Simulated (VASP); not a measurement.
# CsI (Pm-3m) in VASP: single point with PBE+D3(BJ)

Aim: the single point of CsI with PBE+D3(BJ).

All numbers are computed with VASP 6.6.1; they aren't measurements. Logs are shortened: lines on timing, memory, paths and dates and some standing lists are left out, and cuts for length are marked.

## (1) The cell of the first run

Symmetry: Pm-3m, No. 221, cubic system. Conventional cell: a = 4.567 Å, b = 4.567 Å, c = 4.567 Å, α = 90.00°, β = 90.00°, γ = 90.00°. Cs (site symmetry m-3m) has 8 I at 3.95 Å and 6 Cs at 4.57 Å within 5.2 Å. I (site symmetry m-3m) has 8 Cs at 3.95 Å and 6 I at 4.57 Å within 5.2 Å.

## (2) Single point, PBE+D3(BJ)

Input file INCAR:

```
ALGO     = Normal         # electronic algorithm
EDIFF    = 1E-6           # SCF threshold, eV
ENCUT    = 500            # plane-wave cutoff, eV
GGA      = PE             # functional
GGA_COMPAT= F            
ISIF     = 2              # what is computed and relaxed
ISMEAR   = -1             # smearing method
IVDW     = 12             # dispersion correction
LASPH    = T              # aspherical terms in the spheres
LCHARG   = T              # write CHGCAR
LELF     = T              # ELF
LREAL    = F              # projectors in reciprocal space
LVHAR    = T            
LWAVE    = F              # write WAVECAR
NBANDS   = 15             # bands
NELM     = 120            # most SCF steps
PREC     = Accurate       # precision mode
SIGMA    = 0.15           # smearing width, eV
```

Input file KPOINTS:

```
k-points
0
Gamma
  3 3 3
```

Input file POSCAR:

```
CsI
1.0
    4.5667000000      0.0000000000      0.0000000000
    0.0000000000      4.5667000000      0.0000000000
    0.0000000000      0.0000000000      4.5667000000
Cs I
1 1
Direct
    0.0000000000      0.0000000000      0.0000000000
    0.5000000000      0.5000000000      0.5000000000
```

Potentials or basis: VASP PAW PBE potentials, release 64 (Cs_sv, I).

On the command line:

```bash
cat potpaw_PBE.64/Cs_sv/POTCAR potpaw_PBE.64/I/POTCAR > POTCAR
mpirun -np 1 vasp_std > vasp.out
```

OUTCAR:

```text
EDIFF = 1E-6
   ENCUT = 500
   GGA = PE
   ISIF = 2
   ISMEAR = -1
   IVDW = 12
   LASPH = T
   LREAL = F
   NELM = 120
   PREC = Accurate
 IVDW          = 12

 ion  position               nearest neighbor table
   1  0.000  0.000  0.000-
   2  0.500  0.500  0.500-

  LATTYP: Found a simple cubic cell.
 ALAT       =     4.5667000000

  Lattice vectors:

 A1 = (   4.5667000000,   0.0000000000,   0.0000000000)
 A2 = (   0.0000000000,   4.5667000000,   0.0000000000)
 A3 = (   0.0000000000,   0.0000000000,   4.5667000000)

Analysis of symmetry for initial positions (statically):
=====================================================================
 Subroutine PRICEL returns:
 Original cell was already a primitive cell.

 Routine SETGRP: Setting up the symmetry group for a
 simple cubic supercell.

 Subroutine GETGRP returns: Found 48 space group operations
 (whereof 48 operations were pure point group operations)
 out of a pool of 48 trial point group operations.

The static configuration has the point symmetry O_h .

Analysis of symmetry for dynamics (positions and initial velocities):
=====================================================================
 Subroutine PRICEL returns:
 Original cell was already a primitive cell.

 Routine SETGRP: Setting up the symmetry group for a
 simple cubic supercell.

 Subroutine GETGRP returns: Found 48 space group operations
 (whereof 48 operations were pure point group operations)
 out of a pool of 48 trial point group operations.

The dynamic configuration has the point symmetry O_h .

 Subroutine INISYM returns: Found 48 space group operations
 (whereof 48 operations are pure point group operations),
 and found     1 'primitive' translations

----------------------------------------------------------------------------------------

                                     Primitive cell

  volume of cell :      95.2374

  direct lattice vectors                    reciprocal lattice vectors
     4.566700000  0.000000000  0.000000000     0.218976504  0.000000000  0.000000000
     0.000000000  4.566700000  0.000000000     0.000000000  0.218976504  0.000000000
     0.000000000  0.000000000  4.566700000     0.000000000  0.000000000  0.218976504

  length of vectors
     4.566700000  4.566700000  4.566700000     0.218976504  0.218976504  0.218976504

  position of ions in fractional coordinates (direct lattice)
     0.000000000  0.000000000  0.000000000
     0.500000000  0.500000000  0.500000000

  ion indices of the primitive-cell ions
   primitive index   ion index
                 1           1
                 2           2

----------------------------------------------------------------------------------------

 KPOINTS: k-points

Automatic generation of k-mesh.
 Grid dimensions read from file:
 generate k-points for:    3    3    3

 Generating k-lattice:

  Cartesian coordinates                     Fractional coordinates (reciprocal lattice)
     0.072992168  0.000000000  0.000000000     0.333333333  0.000000000  0.000000000
     0.000000000  0.072992168  0.000000000     0.000000000  0.333333333  0.000000000
     0.000000000  0.000000000  0.072992168     0.000000000  0.000000000  0.333333333

  Length of vectors
     0.072992168  0.072992168  0.072992168

  Shift w.r.t. Gamma in fractional coordinates (k-lattice)
     0.000000000  0.000000000  0.000000000

 Subroutine IBZKPT returns following result:
 ===========================================

 Found      4 irreducible k-points:

 Following reciprocal coordinates:
            Coordinates               Weight
  0.000000  0.000000  0.000000      1.000000
  0.333333  0.000000  0.000000      6.000000
  0.333333  0.333333  0.000000     12.000000
  0.333333  0.333333  0.333333      8.000000
   k-points           NKPTS =      4   k-points in BZ     NKDIM =      4   number of bands    NBANDS=     15
   number of dos      NEDOS =    301   number of ions     NIONS =      2
   total plane-waves  NPLWV =  46656
   dimension x,y,z NGX =    36 NGY =   36 NGZ =   36
   dimension x,y,z NGXF=    72 NGYF=   72 NGZF=   72
   ions per type =               1   1
   NGX,Y,Z   is equivalent  to a cutoff of  13.11, 13.11, 13.11 a.u.
   NGXF,Y,Z  is equivalent  to a cutoff of  26.21, 26.21, 26.21 a.u.
 SYSTEM =  unknown system
   PREC   = accura    normal or accurate (medium, high low for compatibility)
   ISTART =      0    job   : 0-new  1-cont  2-samecut
   ICHARG =      2    charge: 1-file 2-atom 10-const
   ISPIN  =      1    spin polarized calculation?
   LNONCOLLINEAR =      F non collinear calculations
   LSORBIT =      F    spin-orbit coupling
   LASPH  =      T    aspherical Exc in radial PAW
   ENCUT  =  500.0 eV  36.75 Ry    6.06 a.u.   8.33  8.33  8.33*2*pi/ulx,y,z
   NELM   =    120;   NELMIN=  2; NELMDL= -5     # of ELM steps
   EDIFF  = 0.1E-05   stopping-criterion for ELM
   LREAL  =      F    real-space projection
   EDIFFG = 0.1E-04   stopping-criterion for IOM
   NSW    =      0    number of steps for IOM
   IBRION =     -1    ionic relax: 0-MD 1-quasi-New 2-CG
   NFREE  =      0    steps in history (QN), initial steepest desc. (CG)
   ISIF   =      2    stress and relaxation
   ISYM   =      2    0-nonsym 1-usesym 2-fastsym
   POTIM  = 0.5000    time-step for ionic-motion
   TEBEG  =    0.0;   TEEND  =   0.0 temperature during run
   PSTRESS=    0.0 pullay stress
   NELECT =      16.0000    total number of electrons
   NUPDOWN=      -1.0000    fix difference up-down
   EMIN   =  10.00;   EMAX   =-10.00  energy-range for DOS
   EFERMI =   0.00;   METHOD = LEGACY
   ISMEAR =    -1;   SIGMA  =   0.15  broadening in eV -4-tet -1-fermi 0-gaus
   EFERMI_NEDOS =   21; number of points for ismear=-14 and -15
   IALGO  =     38    algorithm
   IMIX   =      4    mixing-type and parameters
     AMIX     =   0.40;   BMIX     =  1.00
     AMIX_MAG =   1.60;   BMIX_MAG =  1.00
  volume/ion in A,a.u.               =      47.62       321.35
  Fermi-wavevector in a.u.,A,eV,Ry     =   0.903328  1.707043 11.102385  0.816002
  Thomas-Fermi vector in A             =   2.026641
   LORBIT       =      0    0 simple, 1 ext, 2 COOP (PROOUT), +10 PAW based schemes
   GGA     = PE    functional components
   LHFCALC =     F    Hartree Fock is set to
   AEXX    =    0.0000 exact exchange contribution
   IVDW    =    12    specifies the selected vdW correction
   LEPSILON=     F    determine dielectric tensor
   LRPA    =     F    only Hartree local field effects (RPA)
 non-spin polarized calculation
  energy-cutoff  :      500.00
  volume of cell :       95.24
 maximum number of plane-waves:      2469
 NGX is ok and might be reduce to    36
   NGX = 17   NGY = 17   NGZ = 17

 number of electron      16.0000003 magnetization

 Free energy of the ion-electron system (eV)
  ---------------------------------------------------
  ext. energy  EPLUGINS =         0.00000000
  ---------------------------------------------------
  free energy    TOTEN  =        -5.40794577 eV

  energy without entropy =       -5.40794265  energy(sigma->0) =       -5.40794421

 E-fermi :   2.9214     XC(G=0):  -7.7638

 val. band max:        0.7387616251   @ k =   0.0000   0.0000   0.0000
 cond. band min:       4.6952061737   @ k =   0.0000   0.0000   0.0000
 fundamental gap:      3.9564445486
 Fermi energy:         2.9213690187

 k-point     1 :       0.0000    0.0000    0.0000
  band No.  band energies     occupation
      1     -19.5832      2.00000
      2      -9.8255      2.00000
      3      -6.2832      2.00000
      4      -6.2832      2.00000
      5      -6.2832      2.00000
      6       0.7388      2.00000
      7       0.7388      2.00000
      8       0.7388      2.00000
      9       4.6952      0.00001
     10       4.9970      0.00000
     11       4.9970      0.00000
     12       8.5729      0.00000
     13       8.5729      0.00000
     14       8.5729      0.00000
     15      11.0112      0.00000

 k-point     2 :       0.3333    0.0000    0.0000
  band No.  band energies     occupation
      1     -19.5646      2.00000
      2      -9.8354      2.00000
      3      -6.3892      2.00000
      4      -6.2358      2.00000
      5      -6.2358      2.00000
      6      -0.4425      2.00000
      7       0.6235      2.00000
      8       0.6235      2.00000
      9       5.6195      0.00000
     10       6.4382      0.00000
     11       6.9156      0.00000
     12       8.3790      0.00000
     13       8.5309      0.00000
     14       8.5309      0.00000
     15       9.0076      0.00000

 k-point     3 :       0.3333    0.3333    0.0000
  band No.  band energies     occupation
      1     -19.5475      2.00000
      2      -9.7384      2.00000
      3      -6.5589      2.00000
      4      -6.4487      2.00000
      5      -6.2018      2.00000
      6      -0.1817      2.00000
      7       0.1074      2.00000
      8       0.7270      2.00000
      9       5.6054      0.00000
     10       6.1521      0.00000
     11       7.2133      0.00000
     12       7.8500      0.00000
     13       8.0539      0.00000
     14       8.6518      0.00000
     15       9.9269      0.00000

 k-point     4 :       0.3333    0.3333    0.3333
  band No.  band energies     occupation
      1     -19.5313      2.00000
      2      -9.6435      2.00000
      3      -6.4845      2.00000
      4      -6.4845      2.00000
      5      -6.4747      2.00000
      6      -0.1681      2.00000
      7      -0.1681      2.00000
      8       0.0120      2.00000
      9       6.5155      0.00000
     10       7.1950      0.00000
     11       7.1950      0.00000
     12       7.9576      0.00000
     13       8.3961      0.00000
     14       8.3961      0.00000
     15      11.2109      0.00000

------------------------ aborting loop because EDIFF is reached ----------------------------------------

 Edisp (eV)   -0.48018

 E8    (eV) :    -0.2500

  FORCE on cell =-STRESS in cart. coord.  units (eV):
  Direction    XX          YY          ZZ          XY          YZ          ZX
  --------------------------------------------------------------------------------------
  -------------------------------------------------------------------------------------
  Total       0.05169     0.05169     0.05169    -0.00000     0.00000    -0.00000
  in kB       0.86951     0.86951     0.86951    -0.00000     0.00000    -0.00000
  external pressure =        0.87 kB  Pullay stress =        0.00 kB

 VOLUME and BASIS-vectors are now :
 -----------------------------------------------------------------------------
  energy-cutoff  :      500.00
  volume of cell :       95.24
      direct lattice vectors                 reciprocal lattice vectors
     4.566700000  0.000000000  0.000000000     0.218976504  0.000000000  0.000000000
     0.000000000  4.566700000  0.000000000     0.000000000  0.218976504  0.000000000
     0.000000000  0.000000000  4.566700000     0.000000000  0.000000000  0.218976504

 POSITION                                       TOTAL-FORCE (eV/Angst)
 -----------------------------------------------------------------------------------
      0.00000      0.00000      0.00000         0.000000      0.000000      0.000000
      2.28335      2.28335      2.28335         0.000000      0.000000      0.000000
 -----------------------------------------------------------------------------------
    total drift:                               -0.000000      0.000000      0.000000

  FREE ENERGIE OF THE ION-ELECTRON SYSTEM (eV)
  ---------------------------------------------------
  free  energy   TOTEN  =        -5.8881289363 eV

  energy  without entropy=       -5.8881258182  energy(sigma->0) =       -5.88812738
```

Wall time 16 s (1 thread of Intel Xeon 8259CL, shared host); peak memory 0.2 GiB.

What came out:

```yaml
Free_energy: -5.8881 eV
Pressure: 0.1 GPa
Band_gap_on_the_k_mesh: 3.96 eV, direct
Dispersion_energy_per_atom: -0.240 eV
```

Levels at points of the mesh, in eV from the valence-band top:
```tsv
k point	band 5	band 6	band 7	band 8	band 9	band 10	band 11	band 12
(0.00, 0.00, 0.00)	-7.02	0.00	0.00	0.00	3.96	4.26	4.26	7.83
```

Caveat: the k points lie up to 0.46 Å⁻¹ apart; spin-orbit coupling is left out, which moves the levels of the heavy elements.
